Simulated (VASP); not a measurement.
# Li16H (a cell with a defect) in VASP: a series of runs

Runs on Li16H (a cell with a defect). Level: LDA. Tasks: single point.

Everything below comes from runs of VASP 6.6.1. Logs are shortened: lines on timing, memory, paths and dates and some standing lists are left out, and cuts for length are marked.

### 1 The cell of the first run

The cell holds a defect, 17 atoms: a = 6.980 Å, b = 6.980 Å, c = 6.980 Å, α = 90.00°, β = 90.00°, γ = 90.00°.

### 2 Single point, LDA

Contents of INCAR:

```
PREC     = Accurate       # precision mode
ENCUT    = 520            # plane-wave cutoff, eV
EDIFF    = 1E-6           # SCF threshold, eV
ISMEAR   = -1             # smearing method
SIGMA    = 0.1            # smearing width, eV
LREAL    = Auto         
LASPH    = T              # aspherical terms in the spheres
NELM     = 100            # most SCF steps
ALGO     = Normal         # electronic algorithm
ISIF     = 2              # what is computed and relaxed
LWAVE    = F              # write WAVECAR
LCHARG   = F              # write CHGCAR
GGA      = CA             # functional
NBANDS   = 38             # bands
```

Contents of KPOINTS:

```
Automatic mesh
0
Gamma
  3 3 3
```

Contents of POSCAR:

```
Li16H
1.0
    6.9800000000      0.0000000000      0.0000000000
    0.0000000000      6.9800000000      0.0000000000
    0.0000000000      0.0000000000      6.9800000000
Li H
16 1
Direct
   -0.0064233524      0.0004935530      0.0285641834
    0.4919280802      0.0005077364     -0.0091555874
    0.0008802292      0.5004901146      0.0015729226
   -0.0062720630      0.0004959885      0.4687363897
    0.2665753582      0.2630608883      0.2485697708
    0.5067985673      0.5005117479     -0.0141555874
    0.4916531519      0.0005108883      0.5065593123
    0.7488815186      0.2408710602      0.2487591691
    0.0011073066      0.5004873926      0.4958017192
    0.2665716332      0.7379767908      0.2485729226
    0.2365316619      0.2467747851      0.7487790831
    0.5066328080      0.5005093123      0.5114782235
    0.7489018625      0.7601723496      0.2487618911
    0.7581199140      0.2465287966      0.7485856734
    0.2365401146      0.7542340974      0.7487765043
    0.7581259312      0.7544948424      0.7485830946
    0.8506643266      0.0005762178      0.2486863897
```

Potentials or basis: VASP PAW LDA potentials, release 64 (Li_sv, H).

Run with:

```bash
$ cat potpaw_LDA.64/Li_sv/POTCAR potpaw_LDA.64/H/POTCAR > POTCAR
$ mpirun -np 1 vasp_std > vasp.out
```

OUTCAR:

```text
PREC = Accurate
   ENCUT = 520
   EDIFF = 1E-6
   ISMEAR = -1
   LREAL = Auto
   LASPH = T
   NELM = 100
   ISIF = 2
   GGA = CA

 ion  position               nearest neighbor table
   1  0.994  0.000  0.029-
   2  0.492  0.001  0.991-
   3  0.001  0.500  0.002-
   4  0.994  0.000  0.469-
   5  0.267  0.263  0.249-
   6  0.507  0.501  0.986-
[... 9 lines left out ...]
  16  0.758  0.754  0.749-
  17  0.851  0.001  0.249-

  LATTYP: Found a simple cubic cell.
 ALAT       =     6.9800000000

  Lattice vectors:

 A1 = (   6.9800000000,   0.0000000000,   0.0000000000)
 A2 = (   0.0000000000,   6.9800000000,   0.0000000000)
 A3 = (   0.0000000000,   0.0000000000,   6.9800000000)

Analysis of symmetry for initial positions (statically):
=====================================================================
 Subroutine PRICEL returns:
 Original cell was already a primitive cell.

 Routine SETGRP: Setting up the symmetry group for a
 simple cubic supercell.

 Subroutine GETGRP returns: Found  1 space group operations
 (whereof  1 operations were pure point group operations)
 out of a pool of 48 trial point group operations.

The static configuration has the point symmetry C_1 .

Analysis of symmetry for dynamics (positions and initial velocities):
=====================================================================
 Subroutine PRICEL returns:
 Original cell was already a primitive cell.

 Routine SETGRP: Setting up the symmetry group for a
 simple cubic supercell.

 Subroutine GETGRP returns: Found  1 space group operations
 (whereof  1 operations were pure point group operations)
 out of a pool of 48 trial point group operations.

The dynamic configuration has the point symmetry C_1 .

 Subroutine INISYM returns: Found  1 space group operations
 (whereof  1 operations are pure point group operations),
 and found     1 'primitive' translations

----------------------------------------------------------------------------------------

                                     Primitive cell

  volume of cell :     340.0684

  direct lattice vectors                    reciprocal lattice vectors
     6.980000000  0.000000000  0.000000000     0.143266476  0.000000000  0.000000000
     0.000000000  6.980000000  0.000000000     0.000000000  0.143266476  0.000000000
[... 106 lines left out ...]
   EDIFFG = 0.1E-04   stopping-criterion for IOM
   NSW    =      0    number of steps for IOM
   IBRION =     -1    ionic relax: 0-MD 1-quasi-New 2-CG
   NFREE  =      0    steps in history (QN), initial steepest desc. (CG)
   ISIF   =      2    stress and relaxation
   ISYM   =      2    0-nonsym 1-usesym 2-fastsym
   POTIM  = 0.5000    time-step for ionic-motion
   TEBEG  =    0.0;   TEEND  =   0.0 temperature during run
   PSTRESS=    0.0 pullay stress
   NELECT =      49.0000    total number of electrons
   NUPDOWN=      -1.0000    fix difference up-down
   EMIN   =  10.00;   EMAX   =-10.00  energy-range for DOS
   EFERMI =   0.00;   METHOD = LEGACY
   ISMEAR =    -1;   SIGMA  =   0.10  broadening in eV -4-tet -1-fermi 0-gaus
   EFERMI_NEDOS =   21; number of points for ismear=-14 and -15
   IALGO  =     38    algorithm
   IMIX   =      4    mixing-type and parameters
     AMIX     =   0.40;   BMIX     =  1.00
     AMIX_MAG =   1.60;   BMIX_MAG =  1.00
  volume/ion in A,a.u.               =      20.00       134.99
  Fermi-wavevector in a.u.,A,eV,Ry     =   0.858258  1.621873 10.022155  0.736608
  Thomas-Fermi vector in A             =   1.975436
   LORBIT       =      0    0 simple, 1 ext, 2 COOP (PROOUT), +10 PAW based schemes
   GGA     = CA    functional components
   LHFCALC =     F    Hartree Fock is set to
   AEXX    =    0.0000 exact exchange contribution
   IVDW    =     0    specifies the selected vdW correction
   LEPSILON=     F    determine dielectric tensor
   LRPA    =     F    only Hartree local field effects (RPA)
 non-spin polarized calculation
  energy-cutoff  :      520.00
  volume of cell :      340.07
 maximum number of plane-waves:      9180
 NGX is ok and might be reduce to    54
   NGX = 25   NGY = 25   NGZ = 25

 number of electron      48.9999983 magnetization

 Free energy of the ion-electron system (eV)
  ---------------------------------------------------
  ext. energy  EPLUGINS =         0.00000000
  ---------------------------------------------------
  free energy    TOTEN  =       -36.70925355 eV

  energy without entropy =      -36.42632420  energy(sigma->0) =      -36.56778887

 E-fermi :   0.4661     XC(G=0):  -7.0702

 val. band max:        0.4484909364   @ k =  -0.3333   0.0000   0.3333
 cond. band min:       0.4806334624   @ k =  -0.3333   0.3333   0.0000
 fundamental gap:      0.0321425260
 Fermi energy:         0.4661307308

 k-point     1 :       0.0000    0.0000    0.0000
  band No.  band energies     occupation
      1     -45.3138      2.00000
      2     -45.3117      2.00000
      3     -45.2416      2.00000
      4     -45.2396      2.00000
      5     -45.2080      2.00000
      6     -45.2056      2.00000
[... 535 lines left out ...]
     35       3.6339      0.00000
     36       3.7350      0.00000
 [bands above 36 left out]

------------------------ aborting loop because EDIFF is reached ----------------------------------------

  FORCE on cell =-STRESS in cart. coord.  units (eV):
  Direction    XX          YY          ZZ          XY          YZ          ZX
  --------------------------------------------------------------------------------------
  -------------------------------------------------------------------------------------
  Total       -3.3746938     -3.1981011     -3.1772515     -0.0007118      0.0011170     -0.0002277
  in kB      -15.8993252    -15.0673372    -14.9691077     -0.0033537      0.0052628     -0.0010728
  external PRESSURE =     -15.3119234 kB  Pullay stress =       0.0000000 kB

 VOLUME and BASIS-vectors are now :
 -----------------------------------------------------------------------------
  energy-cutoff  :      520.00
  volume of cell :      340.07
      direct lattice vectors                 reciprocal lattice vectors
     6.980000000  0.000000000  0.000000000     0.143266476  0.000000000  0.000000000
     0.000000000  6.980000000  0.000000000     0.000000000  0.143266476  0.000000000
     0.000000000  0.000000000  6.980000000     0.000000000  0.000000000  0.143266476

 POSITION                                       TOTAL-FORCE (eV/Angst)
 -----------------------------------------------------------------------------------
      6.93517      0.00344      0.19938         0.001296      0.000015     -0.003205
      3.43366      0.00354      6.91609        -0.002035     -0.000550     -0.001021
      0.00614      3.49342      0.01098        -0.001364      0.000813      0.000995
      6.93622      0.00346      3.27178         0.003144     -0.000014      0.001992
      1.86070      1.83617      1.73502        -0.003212     -0.005040     -0.003264
      3.53745      3.49357      6.88119         0.001142      0.000713      0.000007
[... 9 lines left out ...]
      5.29172      5.26637      5.22511        -0.000604      0.005033      0.000615
      5.93764      0.00402      1.73583         0.004972     -0.000950      0.000362
 -----------------------------------------------------------------------------------
    total drift:                               -0.000200     -0.006644     -0.004484

  FREE ENERGIE OF THE ION-ELECTRON SYSTEM (eV)
  ---------------------------------------------------
  free  energy   TOTEN  =       -36.7092535456 eV

  energy  without entropy=      -36.4263242022  energy(sigma->0) =      -36.56778887
```

stdout:

```text
POSCAR found type information on POSCAR LiH
 POSCAR found :  2 types and      17 ions
 scaLAPACK will be used
 LDA part: xc-table for (Slater(with rela. corr.)+CA(PZ))
 , standard interpolation
 POSCAR, INCAR and KPOINTS ok, starting setup
 FFT: planning ... GRIDC
 FFT: planning ... GRID_SOFT
 FFT: planning ... GRID
 WAVECAR not read
 entering main loop
```

Run time: 2.4 min. Hardware: 1 thread of Intel Xeon 6975P-C (Granite Rapids), shared host; peak memory 0.34 GiB.

What came out:

- Free energy: -36.7093 eV
- Largest force: 0.007 eV/Å

Forces on the atoms (eV/Å):
```
Li   0.001  0.000 -0.003
Li  -0.002 -0.001 -0.001
Li  -0.001  0.001  0.001
Li   0.003  0.000  0.002
Li  -0.003 -0.005 -0.003
Li   0.001  0.001  0.000
Li  -0.004  0.000  0.003
Li  -0.001 -0.002  0.000
Li  -0.005 -0.001  0.001
Li   0.000  0.003  0.000
Li   0.004 -0.001 -0.002
Li   0.001 -0.001  0.000
Li  -0.001  0.001  0.000
Li   0.000 -0.002  0.001
Li   0.002  0.001 -0.001
Li  -0.001  0.005  0.001
H    0.005 -0.001  0.000
```

Caveat: the cutoff is under 1.25 times the usual one of these potentials, so pressure, stress and relaxed cells hold a basis-set (Pulay) error.

### 3 Single point, LDA

Contents of INCAR:

```
ALGO     = Normal         # electronic algorithm
EDIFF    = 1E-7           # SCF threshold, eV
ENCUT    = 520            # plane-wave cutoff, eV
GGA      = CA             # functional
ISIF     = 2              # what is computed and relaxed
ISMEAR   = -1             # smearing method
LASPH    = T              # aspherical terms in the spheres
LCHARG   = F              # write CHGCAR
LREAL    = Auto         
LWAVE    = F              # write WAVECAR
NBANDS   = 38             # bands
NELM     = 100            # most SCF steps
PREC     = Accurate       # precision mode
SIGMA    = 0.1            # smearing width, eV
```

Contents of KPOINTS:

```
k-points
0
Gamma
  3 3 3
```

Contents of POSCAR:

```
Li16H
1.0
    6.9800000000      0.0000000000      0.0000000000
    0.0000000000      6.9800000000      0.0000000000
    0.0000000000      0.0000000000      6.9800000000
Li H
16 1
Direct
   -0.0140402579      0.0004426934      0.0301442693
    0.5015402579      0.0004939828     -0.0044780802
    0.0050946991      0.5004371060     -0.0026904011
   -0.0131633238      0.0004531519      0.4642553009
    0.2642565903      0.2610097421      0.2466904011
    0.5015414040      0.5005161891     -0.0175001433
    0.4995948424      0.0005064470      0.4997767908
    0.7488948424      0.2517978510      0.2479121777
    0.0065524355      0.5004275072      0.4976303725
    0.2642502865      0.7400686246      0.2467025788
    0.2372567335      0.2386257880      0.7481074499
    0.5004750716      0.5005078797      0.5121190544
    0.7490035817      0.7493512894      0.2479216332
    0.7583065903      0.2499848138      0.7468697708
    0.2372790831      0.7623545845      0.7480968481
    0.7583340974      0.7510570201      0.7468591691
    0.8299567335      0.0007584527      0.2472816619
```

Potentials or basis: VASP PAW LDA potentials, release 64 (Li_sv, H).

Run with:

```bash
$ cat potpaw_LDA.64/Li_sv/POTCAR potpaw_LDA.64/H/POTCAR > POTCAR
$ mpirun -np 1 vasp_std > vasp.out
```

It took 1.9 min on 1 thread of Intel Xeon 6975P-C (Granite Rapids), shared host; peak memory 0.33 GiB.

Results (log left out):

* Free energy: -36.7080 eV
* Largest force: 0.005 eV/Å

Forces in eV/Å, atoms in the order of the input:
```
Li   0.000  0.002 -0.001
Li  -0.002 -0.001  0.003
Li   0.001  0.000 -0.001
Li  -0.003  0.001  0.001
Li  -0.001  0.000  0.000
Li   0.000  0.000  0.000
Li   0.003  0.000 -0.002
Li   0.000  0.005 -0.002
Li   0.000  0.001 -0.001
Li   0.000  0.000  0.001
Li   0.003 -0.001  0.001
Li   0.000 -0.001  0.001
Li   0.000  0.001 -0.002
Li   0.000 -0.001  0.000
Li   0.002  0.001  0.000
Li   0.001 -0.002  0.000
H   -0.002 -0.005  0.001
```

Levels at points of the mesh, in eV from the Fermi level:
| k point | band 22 | band 23 | band 24 | band 25 | band 26 | band 27 |
| --- | --- | --- | --- | --- | --- | --- |
| (0.00, 0.00, 0.00) | -1.07 | -1.01 | -0.30 | 0.24 | 0.26 | 0.26 |

Caveat: the cutoff is under 1.25 times the usual one of these potentials, so pressure, stress and relaxed cells hold a basis-set (Pulay) error.

(Part 1 of 2 ends here.)
